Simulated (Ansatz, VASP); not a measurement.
# TiTe2: VASP beside Ansatz

```
Ti Te
1.0
     1.87930   -3.27071    0.01703
    -5.50299   -3.19282   -0.04763
    -0.05917    0.00183   -6.98182
Ti Te
2 4
Cartesian
  -1.6838 -3.1923 -6.8475
  -0.1084 0.1013 -6.9696
  -3.7811 -2.0670 -5.3113
  -0.3877 -2.3164 -5.3277
  -3.5829 -4.3858 -1.7528
  -1.6313 -1.0207 -1.8120
```

Change from the starting cell: cell x2, atoms moved at random (sigma 0.15 Å) and cell strained at random (1.5 %), then relaxed without symmetry.

Alike in both runs: task relaxation of cell and atoms; functional PBE; k mesh 6 × 4 × 4; occupations gaussian, width 0.2 eV; no spin polarisation.

|  | VASP | Ansatz |
| --- | --- | --- |
| version | VASP 6.6.1 | Ansatz 0.2.0 |
| potentials or method | VASP PAW PBE potentials, release 64 (Ti_sv, Te), cutoff 600 eV | scalar-relativistic, plane waves, PAW |
| valence electrons in the cell | 48 | 88 |

|  | VASP | Ansatz | Ansatz less VASP |
| --- | --- | --- | --- |
| gap on the k mesh at the Fermi level, each at its own relaxed structure (eV) | none | none | - |
| relaxed volume (Å³/atom) | 27.93 | 27.90 | -0.031 |
| relaxed length of the cell vector where the two differ most in proportion (Å) | 6.761 | 6.750 | -0.0115 |

A gap of «none» marks a metal or a gap that the smearing closes. VASP's potentials hold 48 valence electrons a cell and Ansatz's 88, so a difference there can come from the potentials and not from the codes.

Neither program's run includes spin-orbit coupling.
